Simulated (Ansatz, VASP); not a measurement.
**CrO2 in VASP and in Ansatz**

```
Cr O
1.0
     4.42100    0.00000    0.00000
     0.00000    4.42100    0.00000
     0.00000    0.00000    2.91700
Cr O
2 4
Direct
  0.00000 0.00000 0.00000
  0.50000 0.50000 0.50000
  0.30100 0.30100 0.00000
  0.19900 0.80100 0.50000
  0.69900 0.69900 0.00000
  0.80100 0.19900 0.50000
```

Alike in both runs: task single point; functional PBE; k mesh 4 × 4 × 6; occupations gaussian, width 0.1 eV; collinear spin.

```csv
,VASP,Ansatz
version,VASP 6.6.1,Ansatz 0.2.0
potentials or method,"VASP PAW PBE potentials, release 64 (Cr_pv, O), cutoff 520 eV","scalar-relativistic, plane waves, PAW"
valence electrons in the cell,48,52
```

```tsv
	VASP	Ansatz	Ansatz less VASP
gap on the k mesh at the Fermi level (eV)	none	none	-
pressure (GPa)	3.0	2.4	-0.64
traceless stress, the component that is largest in VASP (GPa)	-0.63	-0.78	-0.147
rms of the force components (eV/Å)	0.122	0.129	+0.0070
net moment per atom (μB)	0.67	0.67	0.000
size of the moment on the site where the two differ most (μB)	2.09	1.72	-0.371
```

Site moments also hang on the region over which each program counts them. Atom by atom the forces differ by 0.007 eV/Å (rms over components). A gap of «none» marks a metal or a gap that the smearing closes. VASP's potentials hold 48 valence electrons a cell and Ansatz's 52, so a difference there can come from the potentials and not from the codes.
